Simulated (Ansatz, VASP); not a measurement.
## Two plane-wave programs on Al6H

```
Al H
1.0
     5.71430    0.00000    0.00000
    -2.85715    4.94873    0.00000
     0.00000    0.00000   22.60164
Al H
12 2
Direct
  0.33333 0.16667 0.17698
  0.33333 0.66667 0.17698
  0.83333 0.16667 0.17698
  0.83333 0.66667 0.17698
  0.16667 0.33333 0.27878
  0.16667 0.83333 0.27878
  0.66667 0.33333 0.27878
  0.66667 0.83333 0.27878
  0.00000 0.00000 0.38058
  0.00000 0.50000 0.38058
  0.50000 0.00000 0.38058
  0.50000 0.50000 0.38058
  0.17155 0.16667 0.42880
  0.49512 0.16667 0.42880
```

Alike in both runs: task single point; functional PBE; k mesh 6 × 6 × 1; occupations gaussian, width 0.1 eV; no spin polarisation.

|  | VASP | Ansatz |
| --- | --- | --- |
| version | VASP 6.6.1 | Ansatz 0.2.0 |
| potentials or method | VASP PAW PBE potentials, release 64 (Al, H), cutoff 520 eV | scalar-relativistic, plane waves, PAW |
| valence electrons in the cell | 38 | 38 |

```csv
,VASP,Ansatz,Ansatz less VASP
gap on the k mesh at the Fermi level (eV),none,none,-
rms of the force components (eV/Å),0.910,0.910,0.0000
```

Atom by atom the forces differ by 0.001 eV/Å (rms over components). A gap of «none» marks a metal or a gap that the smearing closes. With one functional, cell and mesh, what is left measures potentials, basis and numerics.
